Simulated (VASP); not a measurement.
# Zn (P6_3/mmc) in VASP: a series of runs

The runs below take Zn through relaxation of cell and atoms, with PBE.

Everything below comes from runs of VASP 6.6.1. Logs are shortened: lines on timing, memory, paths and dates and some standing lists are left out, and cuts for length are marked.

**1. The cell of the first run**

The structure is hexagonal, space group P6_3/mmc (No. 194). The conventional cell has a = 2.614 Å, b = 2.614 Å, c = 4.718 Å, α = 90.00°, β = 90.00°, γ = 120.00°. Within 3.4 Å of Zn (site symmetry -6m2) lie 12 Zn at 2.61 to 2.80 Å.

**2. Relaxation of cell and atoms, PBE, target pressure 6.7 GPa, at which the enthalpy is minimised**

INCAR reads:

```
SYSTEM = Zn
PREC = Accurate
ENCUT = 600
EDIFF = 1E-6
ISMEAR = -1
SIGMA = 0.1
LREAL = .FALSE.
LASPH = .TRUE.
NELM = 80
ALGO = Normal
ISIF = 3
LWAVE = .FALSE.
LCHARG = .FALSE.
GGA = PE
IBRION = 2
NSW = 32
EDIFFG = -0.005
PSTRESS = 67.0
```

KPOINTS reads:

```
Automatic mesh
0
G
  16 16 9
  0 0 0
```

POSCAR reads:

```
Zn
1.0
    2.6144535131      0.0000000000      0.0000000000
   -1.3072267565      2.2641831594      0.0000000000
    0.0000000000      0.0000000000      4.7178092746
Zn
2
Direct
    0.3333333333      0.6666666667      0.2500000000
    0.6666666667      0.3333333333      0.7500000000
```

Potentials or basis: VASP PAW PBE potentials, release 64 (Zn).

Launch:

```
$ cat potpaw_PBE.64/Zn/POTCAR > POTCAR
$ mpirun -np 1 vasp_std > vasp.out
```

OUTCAR:

```text
SYSTEM = Zn
   PREC = Accurate
   ENCUT = 600
   EDIFF = 1E-6
   ISMEAR = -1
   LREAL = .FALSE.
   LASPH = .TRUE.
   NELM = 80
   ISIF = 3
   GGA = PE
   IBRION = 2
   NSW = 32
   EDIFFG = -0.005
   PSTRESS = 67.0

 ion  position               nearest neighbor table
   1  0.333  0.667  0.250-   2 2.80   2 2.80   2 2.80   2 2.80   2 2.80   2 2.80
   2  0.667  0.333  0.750-   1 2.80   1 2.80   1 2.80   1 2.80   1 2.80   1 2.80

  LATTYP: Found a hexagonal cell.
 ALAT       =     2.6144535131
 C/A-ratio  =     1.8045106754

  Lattice vectors:

 A1 = (   2.6144535131,   0.0000000000,   0.0000000000)
 A2 = (  -1.3072267565,   2.2641831594,   0.0000000000)
 A3 = (   0.0000000000,   0.0000000000,   4.7178092746)

Analysis of symmetry for initial positions (statically):
=====================================================================
 Subroutine PRICEL returns:
 Original cell was already a primitive cell.

 Routine SETGRP: Setting up the symmetry group for a
 hexagonal supercell.

 Subroutine GETGRP returns: Found 24 space group operations
 (whereof 12 operations were pure point group operations)
 out of a pool of 24 trial point group operations.

The static configuration has the point symmetry D_3d.
 The point group associated with its full space group is D_6h.

Analysis of symmetry for dynamics (positions and initial velocities):
=====================================================================
 Subroutine PRICEL returns:
 Original cell was already a primitive cell.

 Routine SETGRP: Setting up the symmetry group for a
 hexagonal supercell.

 Subroutine GETGRP returns: Found 24 space group operations
 (whereof 12 operations were pure point group operations)
 out of a pool of 24 trial point group operations.

The dynamic configuration has the point symmetry D_3d.
 The point group associated with its full space group is D_6h.

 Subroutine INISYM returns: Found 24 space group operations
 (whereof 12 operations are pure point group operations),
 and found     1 'primitive' translations

----------------------------------------------------------------------------------------

                                     Primitive cell

  volume of cell :      27.9276

  direct lattice vectors                    reciprocal lattice vectors
     2.614453513  0.000000000  0.000000000     0.382489111  0.220830191  0.000000000
    -1.307226756  2.264183159  0.000000000     0.000000000  0.441660382  0.000000000
     0.000000000  0.000000000  4.717809275     0.000000000  0.000000000  0.211962786

  length of vectors
     2.614453513  2.614453513  4.717809275     0.441660382  0.441660382  0.211962786

  position of ions in fractional coordinates (direct lattice)
     0.333333333  0.666666667  0.250000000
     0.666666667  0.333333333  0.750000000

  ion indices of the primitive-cell ions
   primitive index   ion index
                 1           1
                 2           2

----------------------------------------------------------------------------------------

 KPOINTS: Automatic mesh

Automatic generation of k-mesh.
 Grid dimensions read from file:
 generate k-points for:   16   16    9

 Generating k-lattice:

  Cartesian coordinates                     Fractional coordinates (reciprocal lattice)
     0.023905569  0.013801887  0.000000000     0.062500000  0.000000000  0.000000000
     0.000000000  0.027603774  0.000000000     0.000000000  0.062500000  0.000000000
     0.000000000  0.000000000  0.023551421     0.000000000  0.000000000  0.111111111

  Length of vectors
     0.027603774  0.027603774  0.023551421

  Shift w.r.t. Gamma in fractional coordinates (k-lattice)
     0.000000000  0.000000000  0.000000000

 Subroutine IBZKPT returns following result:
 ===========================================

 Found    150 irreducible k-points:

 Following reciprocal coordinates:
            Coordinates               Weight
  0.000000  0.000000  0.000000      1.000000
  0.062500  0.000000  0.000000      6.000000
  0.125000  0.000000  0.000000      6.000000
  0.187500  0.000000  0.000000      6.000000
  0.250000  0.000000  0.000000      6.000000
  0.312500  0.000000  0.000000      6.000000
[... 16 lines left out ...]
  0.187500  0.187500  0.000000      6.000000
  0.250000  0.187500  0.000000     12.000000
 [... further k-points ...]
   k-points           NKPTS =    150   k-points in BZ     NKDIM =    150   number of bands    NBANDS=     16
   number of dos      NEDOS =    301   number of ions     NIONS =      2
   total plane-waves  NPLWV =  23040
   dimension x,y,z NGX =    24 NGY =   24 NGZ =   40
   dimension x,y,z NGXF=    48 NGYF=   48 NGZF=   80
   ions per type =               2
   NGX,Y,Z   is equivalent  to a cutoff of  15.26, 15.26, 14.10 a.u.
   NGXF,Y,Z  is equivalent  to a cutoff of  30.52, 30.52, 28.19 a.u.
 SYSTEM =  Zn
   PREC   = accura    normal or accurate (medium, high low for compatibility)
   ISTART =      0    job   : 0-new  1-cont  2-samecut
   ICHARG =      2    charge: 1-file 2-atom 10-const
   ISPIN  =      1    spin polarized calculation?
   LNONCOLLINEAR =      F non collinear calculations
   LSORBIT =      F    spin-orbit coupling
   LASPH  =      T    aspherical Exc in radial PAW
   ENCUT  =  600.0 eV  44.10 Ry    6.64 a.u.   5.22  5.22  9.42*2*pi/ulx,y,z
   NELM   =     80;   NELMIN=  2; NELMDL= -5     # of ELM steps
   EDIFF  = 0.1E-05   stopping-criterion for ELM
   LREAL  =      F    real-space projection
   EDIFFG = -.5E-02   stopping-criterion for IOM
   NSW    =     32    number of steps for IOM
   IBRION =      2    ionic relax: 0-MD 1-quasi-New 2-CG
   NFREE  =      1    steps in history (QN), initial steepest desc. (CG)
   ISIF   =      3    stress and relaxation
   ISYM   =      2    0-nonsym 1-usesym 2-fastsym
   POTIM  = 0.5000    time-step for ionic-motion
   TEBEG  =    0.0;   TEEND  =   0.0 temperature during run
   PSTRESS=   67.0 pullay stress
   NELECT =      24.0000    total number of electrons
   NUPDOWN=      -1.0000    fix difference up-down
   EMIN   =  10.00;   EMAX   =-10.00  energy-range for DOS
   EFERMI =   0.00;   METHOD = LEGACY
   ISMEAR =    -1;   SIGMA  =   0.10  broadening in eV -4-tet -1-fermi 0-gaus
   EFERMI_NEDOS =   21; number of points for ismear=-14 and -15
   IALGO  =     38    algorithm
   IMIX   =      4    mixing-type and parameters
     AMIX     =   0.40;   BMIX     =  1.00
     AMIX_MAG =   1.60;   BMIX_MAG =  1.00
  volume/ion in A,a.u.               =      13.96        94.23
  Fermi-wavevector in a.u.,A,eV,Ry     =   1.556447  2.941258 32.960478  2.422527
  Thomas-Fermi vector in A             =   2.660241
   LORBIT       =      0    0 simple, 1 ext, 2 COOP (PROOUT), +10 PAW based schemes
   GGA     = PE    functional components
   LHFCALC =     F    Hartree Fock is set to
   AEXX    =    0.0000 exact exchange contribution
   IVDW    =     0    specifies the selected vdW correction
   LEPSILON=     F    determine dielectric tensor
   LRPA    =     F    only Hartree local field effects (RPA)
 conjugate gradient relaxation of ions
 non-spin polarized calculation
  energy-cutoff  :      600.00
  volume of cell :       27.93
 maximum number of plane-waves:       951
 NGX is ok and might be reduce to    24
   NGX = 11   NGY = 11   NGZ = 19

--------------------------------------- Ionic step        1  -------------------------------------------

 number of electron      24.0000015 magnetization

 Free energy of the ion-electron system (eV)
  ---------------------------------------------------
  ext. energy  EPLUGINS =         0.00000000
  ---------------------------------------------------
  free energy    TOTEN  =        -2.17828737 eV

  energy without entropy =       -2.17059910  energy(sigma->0) =       -2.17444324

------------------------ aborting loop because EDIFF is reached ----------------------------------------

  FORCE on cell =-STRESS in cart. coord.  units (eV):
  Direction    XX          YY          ZZ          XY          YZ          ZX
  --------------------------------------------------------------------------------------
  -------------------------------------------------------------------------------------
  Total        1.2529512      1.2529512      1.2161604      0.0000000      0.0000000     -0.0000000
  in kB       71.8806319     71.8806319     69.7699799      0.0000000      0.0000000     -0.0000000
  external PRESSURE =       4.1770812 kB  Pullay stress =      67.0000000 kB

 VOLUME and BASIS-vectors are now :
 -----------------------------------------------------------------------------
  energy-cutoff  :      600.00
  volume of cell :       27.93
      direct lattice vectors                 reciprocal lattice vectors
     2.614453513  0.000000000  0.000000000     0.382489111  0.220830191  0.000000000
    -1.307226756  2.264183159  0.000000000     0.000000000  0.441660382  0.000000000
     0.000000000  0.000000000  4.717809275     0.000000000  0.000000000  0.211962786
[... 46 lines left out ...]
  FREE ENERGIE OF THE ION-ELECTRON SYSTEM (eV)
  ---------------------------------------------------
  free  energy   TOTEN  =        -2.1845355020 eV

  energy  without entropy=       -2.1766661382  energy(sigma->0) =       -2.18060082

  enthalpy is  TOTEN    =        -1.0104946700 eV   P V=        1.1740408320

--------------------------------------- Ionic step        3  -------------------------------------------

 number of electron      24.0000014 magnetization

 Free energy of the ion-electron system (eV)
  ---------------------------------------------------
  ext. energy  EPLUGINS =         0.00000000
  ---------------------------------------------------
  free energy    TOTEN  =        -2.18228431 eV

  energy without entropy =       -2.17448392  energy(sigma->0) =       -2.17838412

 E-fermi :   3.8110     XC(G=0): -11.9936

 val. band max:        3.8104917506   @ k =   0.3750   0.0625   0.0000
 cond. band min:       3.8486897733   @ k =   0.3750   0.0000   0.0000
 fundamental gap:      0.0381980227
 Fermi energy:         3.8110222885

 k-point     1 :       0.0000    0.0000    0.0000
  band No.  band energies     occupation
      1      -7.3474      2.00000
      2      -5.2176      2.00000
      3      -4.3971      2.00000
      4      -4.1724      2.00000
      5      -4.1724      2.00000
      6      -4.1048      2.00000
[... 8 lines left out ...]
     15      21.6360      0.00000
     16      21.6360      0.00000
[... 419 lines left out ...]
 k-point    24 :       0.2500    0.1875    0.0000
  band No.  band energies     occupation
      1      -4.6344      2.00000
      2      -4.5947      2.00000
      3      -4.5926      2.00000
      4      -4.2829      2.00000
      5      -4.1946      2.00000
      6      -4.1210      2.00000
[... 8 lines left out ...]
     15       9.1805      0.00000
     16      13.8175      0.00000

 [... further k-points ...]

------------------------ aborting loop because EDIFF is reached ----------------------------------------

  FORCE on cell =-STRESS in cart. coord.  units (eV):
  Direction    XX          YY          ZZ          XY          YZ          ZX
  --------------------------------------------------------------------------------------
  -------------------------------------------------------------------------------------
  Total        1.1758490      1.1758490      1.1670397      0.0000000      0.0000000     -0.0000000
  in kB       67.2341341     67.2341341     66.7304217      0.0000000      0.0000000     -0.0000000
  external PRESSURE =       0.0662300 kB  Pullay stress =      67.0000000 kB

 VOLUME and BASIS-vectors are now :
 -----------------------------------------------------------------------------
  energy-cutoff  :      600.00
  volume of cell :       28.02
      direct lattice vectors                 reciprocal lattice vectors
     2.617830541  0.000000000 -0.000000000     0.381995696  0.220545318 -0.000000000
    -1.308915270  2.267107751 -0.000000000    -0.000000000  0.441090636  0.000000000
     0.000000000  0.000000000  4.721267829     0.000000000  0.000000000  0.211807514

 POSITION                                       TOTAL-FORCE (eV/Angst)
 -----------------------------------------------------------------------------------
     -0.00000      1.51141      1.18032        -0.000000      0.000000      0.000000
      1.30892      0.75570      3.54095         0.000000     -0.000000      0.000000
 -----------------------------------------------------------------------------------
    total drift:                               -0.000000      0.000000     -0.000000

  FREE ENERGIE OF THE ION-ELECTRON SYSTEM (eV)
  ---------------------------------------------------
  free  energy   TOTEN  =        -2.1822843131 eV

  energy  without entropy=       -2.1744839206  energy(sigma->0) =       -2.17838412

  enthalpy is  TOTEN    =        -1.0105300289 eV   P V=        1.1717542842

 reached required accuracy - stopping structural energy minimisation
```

Wall time 74 s (1 thread of AMD EPYC 9R45 (Zen 5), shared host); peak memory 0.18 GiB.

Results:

| Quantity | Value |
| --- | --- |
| Free energy | -2.1823 eV |
| Relaxed volume | 14.01 Å³/atom |
| Relaxed cell | a = 2.618 Å, b = 2.618 Å, c = 4.721 Å, α = 90.00°, β = 90.00°, γ = 120.00° |
| Space group after relaxing (to 0.1 Å) | P6_3/mmc (No. 194) |
| Energy change on relaxing (the run minimises the enthalpy) | -2.0 meV/atom |
| Ionic steps | 3 |
| Pressure after relaxing | 6.7 GPa |
| Band gap on the k mesh | zero (bands 12 and 13 overlap by 4.19 eV) |

Step by step:
```csv
step,energy change (eV),largest force (eV/Å),pressure (GPa),volume (Å³)
1,0.0000,0.0000,7.12,27.93
2,-0.0062,0.0000,6.47,28.07
3,-0.0040,0.0000,6.71,28.02
```

Final structure:
```cif
data_structure
_symmetry_space_group_name_H-M 'P 1'
_symmetry_Int_Tables_number 1
_cell_length_a 2.6178
_cell_length_b 2.6178
_cell_length_c 4.7213
_cell_angle_alpha 90.000
_cell_angle_beta 90.000
_cell_angle_gamma 120.000
_cell_volume 28.02
loop_
_atom_site_label
_atom_site_type_symbol
_atom_site_fract_x
_atom_site_fract_y
_atom_site_fract_z
_atom_site_occupancy
Zn1 Zn 0.33333 0.66667 0.25000 1
Zn2 Zn 0.66667 0.33333 0.75000 1
```

Caveat: the cell is relaxed towards a set pressure, so the run minimises the enthalpy, not the energy.

**3. Relaxation of cell and atoms, PBE, target pressure 6.7 GPa, at which the enthalpy is minimised**

This run uses another cell than the first one, of 14.03 Å³/atom.

INCAR reads:

```
SYSTEM = Zn
  PREC = Accurate
  ENCUT = 600
  EDIFF = 1E-6
  ISMEAR = -1
  SIGMA = 0.1
  LREAL = .FALSE.
  LASPH = .TRUE.
  NELM = 80
  ALGO = Normal
  ISIF = 3
  LWAVE = .FALSE.
  LCHARG = .FALSE.
  GGA = PE
  IBRION = 2
  NSW = 60
  EDIFFG = -0.005
  PSTRESS = 67.0
```

KPOINTS is that of step 2.

POSCAR reads:

```
Zn
1.0
    2.7145914993      0.0000000000      0.0000000000
   -1.3572957496      2.3509051993      0.0000000000
    0.0000000000      0.0000000000      4.3976382289
Zn
2
Direct
    0.3333333333      0.6666666667      0.2500000000
    0.6666666667      0.3333333333      0.7500000000
```

Potentials or basis: VASP PAW PBE potentials, release 64 (Zn).

Launch:

```
$ cat potpaw_PBE.64/Zn/POTCAR > POTCAR
$ mpirun -np 1 vasp_std > vasp.out
```

Wall time 9 min (1 thread of AMD EPYC 9R45 (Zen 5), shared host); peak memory 0.18 GiB.

The run converged. Its results:

| Property | Result |
| --- | --- |
| Free energy | -2.1823 eV |
| Relaxed volume | 14.01 Å³/atom |
| Relaxed cell | a = 2.618 Å, b = 2.618 Å, c = 4.720 Å, α = 90.00°, β = 90.00°, γ = 120.00° |
| Space group after relaxing (to 0.1 Å) | P6_3/mmc (No. 194) |
| Energy change on relaxing (the run minimises the enthalpy) | -13.7 meV/atom |
| Ionic steps | 27 |
| Pressure after relaxing | 6.7 GPa |
| Band gap on the k mesh | zero (bands 12 and 13 overlap by 4.19 eV) |

The path:
```
step  energy change (eV)  largest force (eV/Å)  pressure (GPa)  volume (Å³)
   1              0.0000                0.0000            5.74        28.06
   2              0.0131                0.0000            6.92        27.73
   3              0.0124                0.0000            6.93        27.74
   4              0.0117                0.0000            6.87        27.76
   5              0.0116                0.0000            7.25        27.75
   6              0.0105                0.0000            7.17        27.71
   7              0.0061                0.0000            7.69        27.62
   8              0.0027                0.0000            9.14        27.41
   9              0.0024                0.0000            8.96        27.41
  10              0.0016                0.0000            8.74        27.43
  11              0.0005                0.0000            9.11        27.45
  12              0.0008                0.0000            9.35        27.44
  13             -0.0002                0.0000            9.04        27.46
  14             -0.0033                0.0000            8.80        27.52
  15             -0.0093                0.0000            8.29        27.63
  16             -0.0202                0.0000            7.49        27.86
  17             -0.0386                0.0000            5.86        28.32
  18             -0.0277                0.0000            6.91        28.03
  19             -0.0282                0.0000            6.79        28.04
  20             -0.0283                0.0000            6.73        28.04
  21             -0.0285                0.0000            6.73        28.05
  22             -0.0288                0.0000            6.67        28.05
  23             -0.0289                0.0000            6.62        28.05
  24             -0.0289                0.0000            6.62        28.05
  25             -0.0289                0.0000            6.62        28.05
  26             -0.0284                0.0000            6.64        28.04
  27             -0.0274                0.0000            6.72        28.02
```

Final structure:
```cif
data_structure
_symmetry_space_group_name_H-M 'P 1'
_symmetry_Int_Tables_number 1
_cell_length_a 2.6179
_cell_length_b 2.6179
_cell_length_c 4.7204
_cell_angle_alpha 90.000
_cell_angle_beta 90.000
_cell_angle_gamma 120.000
_cell_volume 28.02
loop_
_atom_site_label
_atom_site_type_symbol
_atom_site_fract_x
_atom_site_fract_y
_atom_site_fract_z
_atom_site_occupancy
Zn1 Zn 0.33333 0.66667 0.25000 1
Zn2 Zn 0.66667 0.33333 0.75000 1
```

Levels at points of the mesh, in eV from the Fermi level:
```
           k point  band 10  band 11  band 12  band 13  band 14  band 15
(0.00, 0.00, 0.00)    -7.31    -7.31    -4.00    -2.70    15.35    17.82
(0.50, 0.00, 0.00)    -7.11    -3.29    -2.45     2.95     3.55     4.69
```

Caveat: the cell is relaxed towards a set pressure, so the run minimises the enthalpy, not the energy.
